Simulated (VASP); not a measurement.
Write the native input for VASP 6.6.1 that does the following.

```
Task                   : single point
Functional             : PBE
Potentials or basis    : VASP PAW PBE potentials, release 64 (C)
Cutoff                 : 520 eV
k mesh                 : 12 × 12 × 2
Occupations            : gaussian, width 0.05 eV
Spin                   : no spin polarisation
Dipole correction      : no
Further INCAR settings : ALGO = Normal; EDIFF = 1e-06; NBANDS = 36
```

The structure of C lies in POSCAR:

```
C
1.0
    2.5205457478      0.0000000000      0.0000000000
   -1.2602728739      2.1828566490      0.0000000000
    0.0000000000      0.0000000000     12.1184000000
C
12
Direct
    0.0000000000      0.0000000000      0.1868593266
    0.0000000000      0.0000000000      0.6868593266
    0.0000000000      0.0000000000      0.3131406734
    0.0000000000      0.0000000000      0.8131406734
    0.3333333333      0.6666666667      0.5207665411
    0.6666666667      0.3333333333      0.0207665411
    0.3333333333      0.6666666667      0.9792334589
    0.6666666667      0.3333333333      0.4792334589
    0.3333333333      0.6666666667      0.6450950823
    0.6666666667      0.3333333333      0.1450950823
    0.3333333333      0.6666666667      0.8549049177
    0.6666666667      0.3333333333      0.3549049177
```

One way to write it, as run:

INCAR

```
SYSTEM = C
PREC = Accurate
ENCUT = 520
EDIFF = 1E-6
ISMEAR = 0
SIGMA = 0.05
LREAL = .FALSE.
LASPH = .TRUE.
NELM = 60
ALGO = Normal
ISIF = 2
LWAVE = .FALSE.
LCHARG = .FALSE.
GGA = PE
NBANDS = 36
```

KPOINTS

```
regular mesh
0
G
  12 12 2
  0 0 0
```

Potentials or basis: VASP PAW PBE potentials, release 64 (C).

The run is started by

```console
$ cat potpaw_PBE.64/C/POTCAR > POTCAR
$ mpirun -np 1 vasp_std > vasp.out
```

Results of the run:

```yaml
Pressure: 12.7 GPa
Largest_force: 0.169 eV/Å
Band_gap_on_the_k_mesh: 4.29 eV (least direct gap 5.15 eV)
```

Caveat: the cell stands under pressure.

It took 77 s on 1 thread of Intel(R) Xeon(R) Platinum 8259CL CPU @ 2.50GHz (Skylake/Cascade Lake), with other jobs on the host, peak memory 0.2 GiB.
